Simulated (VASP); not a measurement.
**Ga: single point with LDA**

Ga:

```
Ga
1.0
     0.00000    2.04824    2.04824
     2.04824    0.00000    2.04824
     2.04824    2.04824    0.00000
Ga
1
Direct
  0.00000 0.00000 0.00000
```

* Program: VASP 6.6.1
* Task: single point
* Functional: LDA
* Potentials or basis: VASP PAW LDA potentials, release 64 (Ga_d)
* Cutoff: 520 eV
* k mesh: 15 × 15 × 15
* Occupations: fermi-dirac, width 0.1 eV
* Spin: no spin polarisation
* Dipole correction: no
* Further INCAR settings: ALGO = Normal; EDIFF = 1e-06; NBANDS = 12

```json
{
  "Pressure": "-0.5 GPa"
}
```

Levels at points of the mesh, in eV from the Fermi level:
| k point | band 4 | band 5 | band 6 | band 7 | band 8 | band 9 |
| --- | --- | --- | --- | --- | --- | --- |
| (0.00, 0.00, 0.00) | -14.98 | -14.98 | -11.84 | 13.07 | 13.07 | 13.07 |

Run time: 6 s on 1 thread of Intel(R) Xeon(R) 6975P-C (Granite Rapids), with other jobs on the host, peak memory 0.14 GiB.
